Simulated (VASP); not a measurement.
A run of VASP 6.6.1 is set up as follows.

The input INCAR:

```
SYSTEM = KCl
PREC = Accurate ; ENCUT = 520
EDIFF = 1E-6 ; ISMEAR = -1
SIGMA = 0.01 ; LREAL = .False.
LASPH = .True. ; NELM = 100
ALGO = Normal ; ISIF = 2
LWAVE = .False. ; LCHARG = .False.
GGA = PS ; NBANDS = 15
```

KPOINTS

```
Automatic mesh
0
Gamma
  7 7 7
  0 0 0
```

File POSCAR:

```
KCl
1.0
    3.6703400000      0.0000000000      0.0000000000
    0.0000000000      3.6703400000      0.0000000000
    0.0000000000      0.0000000000      3.6340000000
K Cl
1 1
Direct
    0.0000000000      0.0000000000      0.0000000000
    0.5000000000      0.5000000000      0.5000000000
```

Potentials or basis: VASP PAW PBE potentials, release 64 (K_sv, Cl).

Launch:

```console
$ cat potpaw_PBE.64/K_sv/POTCAR potpaw_PBE.64/Cl/POTCAR > POTCAR
$ mpirun -np 1 vasp_std > vasp.out
```

(1) Estimate the band gap on the k mesh.

(2) Estimate the pressure.

Results:

(1) 5.25 eV, indirect (least direct gap 5.45 eV).

(2) 1.7 GPa.

Caveat: the cell differs from its parent crystal (equal xx and yy strain of +1 %); the PAW data sets were made with another functional, which shifts forces and pressure a little.
